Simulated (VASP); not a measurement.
Al: single point with PBE

The system is Al.

```
Al
1.0
     2.81246    0.00000    0.00000
    -1.40623    2.43566    0.00000
     0.00000    0.00000    4.86685
Al
2
Direct
  0.66667 0.33333 0.75000
  0.33333 0.66667 0.25000
```

```json
{
 "Program": "VASP 6.6.1",
 "Task": "single point",
 "Functional": "PBE",
 "Potentials or basis": "VASP PAW PBE potentials, release 64 (Al)",
 "Cutoff": "500 eV",
 "k mesh": "9 × 9 × 6",
 "Occupations": "methfessel-paxton, width 0.272114 eV",
 "Spin": "no spin polarisation"
}
```

```
Pressure               : 0.1 GPa
Band gap on the k mesh : zero (band 3 reaches 11.21 eV, above the bottom of band 4 at 5.03 eV)
```

Stress tensor (GPa, compression positive):
```
 0.65  0.00  0.00
 0.00  0.65  0.00
 0.00  0.00 -1.14
```

Levels at points of the mesh, in eV from the Fermi level:
```csv
k point,band 1,band 2,band 3,band 4,band 5,band 6
"(0.00, 0.00, 0.00)",-11.05,-5.04,-4.81,11.18,11.46,11.46
"(0.00, 0.00, 0.50)",-9.49,-9.49,2.41,2.41,12.50,12.50
```

Run time: 16 s on 1 thread of AMD EPYC 7R13 (shared host), peak memory 0.12 GiB.
